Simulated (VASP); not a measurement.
Input of a VASP 6.6.1 run:

File INCAR:

```
PREC = Accurate
ENCUT = 600
EDIFF = 1E-6
ISMEAR = 0
SIGMA = 0.01
LREAL = F
LASPH = T
NELM = 120
ALGO = Normal
ISIF = 2
LWAVE = F
LCHARG = F
GGA = PE
NBANDS = 11
GGA_COMPAT = F
```

KPOINTS

```
Automatic mesh
0
Gamma
  3 3 3
```

Contents of POSCAR:

```
MgS
1.0
    0.0000000000      2.8110000000      2.8110000000
    2.8110000000      0.0000000000      2.8110000000
    2.8110000000      2.8110000000      0.0000000000
Mg S
1 1
Direct
    0.0000000000      0.0000000000      0.0000000000
    0.2500000000      0.2500000000      0.2500000000
```

Potentials or basis: VASP PAW PBE potentials, release 64 (Mg, S).

Launch:

```sh
$ cat potpaw_PBE.64/Mg/POTCAR potpaw_PBE.64/S/POTCAR > POTCAR
$ mpirun -np 1 vasp_std > vasp.out
```

Predict the pressure.

2.8 GPa.

What does it give for the band gap on the k mesh?

3.54 eV, direct.

Caveat: the k points lie up to 0.65 Å⁻¹ apart.
